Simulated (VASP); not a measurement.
A run of VASP 6.6.1:

Contents of INCAR:

```
PREC = Accurate
ENCUT = 520
EDIFF = 1E-7
ISMEAR = 0
SIGMA = 0.1
LREAL = False
LASPH = True
NELM = 100
ALGO = Normal
ISIF = 2
LWAVE = False
LCHARG = False
LDIPOL = True
IDIPOL = 3
DIPOL = 0.5 0.5 0.500
GGA = PE
NBANDS = 12
```

File KPOINTS:

```
regular mesh
0
Gamma
  6 4 1
```

File POSCAR:

```
Au
1.0
    2.5354600000      0.0000000000      0.0000000000
    0.0000000000      3.8193710000      0.0000000000
    0.0000000000      0.0000000000     14.0000000000
Au
1
Direct
    0.0000000000      0.0000000000      0.5000000000
```

Potentials or basis: VASP PAW PBE potentials, release 64 (Au).

Run with:

```bash
$ cat potpaw_PBE.64/Au/POTCAR > POTCAR
$ mpirun -np 1 vasp_std > vasp.out
```

Hardware: 1 thread of AMD EPYC 7R13 (shared host).

Q: Estimate the wall time of this run.

A: Wall time 29 s on 1 thread of AMD EPYC 7R13 (shared host), peak memory 0.2 GiB. Counts: scf iterations 13, k points 12.
